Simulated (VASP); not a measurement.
Write the native input for VASP 6.6.1 that does the following.

```
Task                   : single point
Functional             : PBE
Potentials or basis    : VASP PAW PBE potentials, release 64 (Mo_sv)
Cutoff                 : 520 eV
k mesh                 : 15 × 15 × 15
Occupations            : gaussian, width 0.3 eV
Spin                   : no spin polarisation
Dipole correction      : no
Further INCAR settings : ALGO = Normal; EDIFF = 1e-06; NBANDS = 13
```

The structure of Mo lies in POSCAR:

```
Mo
1.0
   -1.5734150000      1.5734150000      1.5734150000
    1.5734150000     -1.5734150000      1.5734150000
    1.5734150000      1.5734150000     -1.5734150000
Mo
1
Direct
    0.0000000000      0.0000000000      0.0000000000
```

One way to write it, as run:

INCAR

```
SYSTEM = Mo
PREC     = Accurate       ! precision mode
ENCUT    = 520            ! plane-wave cutoff, eV
EDIFF    = 1E-6           ! SCF threshold, eV
ISMEAR   = 0              ! smearing method
SIGMA    = 0.3            ! smearing width, eV
LREAL    = .FALSE.        ! projectors in reciprocal space
LASPH    = .TRUE.         ! aspherical terms in the spheres
NELM     = 60             ! most SCF steps
ALGO     = Normal         ! electronic algorithm
ISIF     = 2              ! what is computed and relaxed
LWAVE    = .FALSE.        ! write WAVECAR
LCHARG   = .FALSE.        ! write CHGCAR
GGA      = PE             ! functional
NBANDS   = 13             ! bands
```

KPOINTS

```
regular mesh
0
G
  15 15 15
  0 0 0
```

Potentials or basis: VASP PAW PBE potentials, release 64 (Mo_sv).

The run is started by

```sh
$ cat potpaw_PBE.64/Mo_sv/POTCAR > POTCAR
$ mpirun -np 1 vasp_std > vasp.out
```

Results of the run:

```json
{
  "Pressure": "4.3 GPa",
  "Band gap on the k mesh": "zero (band 7 reaches 16.35 eV, above the bottom of band 8 at 11.28 eV)"
}
```

Wall time 8.2 s on 1 thread of AMD EPYC 9R45 96-Core Processor (Zen 5) (shared host), peak memory 0.11 GiB.
